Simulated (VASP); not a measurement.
Input of a VASP 6.6.1 run:

File POSCAR:

```
SnTe
1.0
    0.0000000000      3.5839840060      3.5567457276
    3.5839840060      0.0000000000      3.5567457276
    3.5839840060      3.5839840060      0.0000000000
Sn Te
1 1
Direct
    0.0000000000      0.0000000000      0.0000000000
    0.2500000000      0.2500000000      0.2500000000
```

INCAR.step1

```
SYSTEM = SnTe
PREC = Accurate ; ENCUT = 520
ISMEAR = -1 ; SIGMA = 0.02
LREAL = .False. ; LASPH = .True.
NELM = 80 ; NBANDS = 17
GGA = PE ; ALGO = Normal
EDIFF = 1E-4 ; LWAVE = .True.
LCHARG = .False.
```

File INCAR.step2:

```
SYSTEM = SnTe
PREC = Accurate ; ENCUT = 520
EDIFF = 1E-7 ; ISMEAR = -1
SIGMA = 0.02 ; LREAL = .False.
LASPH = .True. ; NELM = 80
ALGO = Normal ; ISIF = 2
LWAVE = .False. ; LCHARG = .False.
METAGGA = R2SCAN ; LMIXTAU = .True.
NBANDS = 17 ; ISTART = 1
```

File KPOINTS:

```
Automatic mesh
0
Gamma
  6 6 6
  0 0 0
```

Potentials or basis: VASP PAW PBE potentials, release 64 (Sn_d, Te).

Launch:

```sh
$ cat potpaw_PBE.64/Sn_d/POTCAR potpaw_PBE.64/Te/POTCAR > POTCAR
$ cp INCAR.step1 INCAR
$ mpirun -np 1 vasp_std > vasp.out
$ cp INCAR.step2 INCAR
$ mpirun -np 1 vasp_std > vasp.out
```

Task: Estimate the band gap on the k mesh.

Result: 0.24 eV (least direct gap 0.85 eV).

Task: Predict the pressure.

Result: 0.2 GPa.

Caveat: the cell differs from its parent crystal (uniaxial z strain -0.8%); the structure was generated, so it needn't be the stable form of SnTe; semilocal functionals underestimate gaps, and a narrow one can read as zero; the PAW data sets were made with another functional, which shifts forces and pressure a little; spin-orbit coupling is left out, which moves the levels of the heavy elements. A k mesh can miss the band edges.
